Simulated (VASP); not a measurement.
SnO, 8 atoms in the cell. The cell holds a slab with vacuum, 8 atoms: a = 3.820 Å, b = 3.820 Å, c = 22.226 Å, α = 90.00°, β = 90.00°, γ = 90.00°. 

| Property | Result |
| --- | --- |
| Program | VASP 6.6.1 |
| Task | single point |
| Functional | PBE |
| Dispersion | D3(BJ) |
| Potentials or basis | VASP PAW PBE potentials, release 64 (Sn_d, O) |
| Cutoff | 520 eV |
| k mesh | 7 × 7 × 1 |
| Occupations | gaussian, width 0.05 eV |
| Spin | no spin polarisation |
| Dipole correction | yes |
| Further INCAR settings | ALGO = Normal; EDIFF = 1e-06; NBANDS = 50 |

Potentials or basis: VASP PAW PBE potentials, release 64 (Sn_d, O).

Command:

```sh
$ cat potpaw_PBE.64/Sn_d/POTCAR potpaw_PBE.64/O/POTCAR > POTCAR
$ mpirun -np 1 vasp_std > vasp.out
```

Hardware: 1 thread of Intel(R) Xeon(R) Platinum 8488C (Sapphire Rapids) (shared host).

**Question.** Estimate the wall time of this run.

**Answer.** Run time: 4.7 min on 1 thread of Intel(R) Xeon(R) Platinum 8488C (Sapphire Rapids), on a shared host, peak memory 0.44 GiB. Counts: scf iterations 23, k points 16.
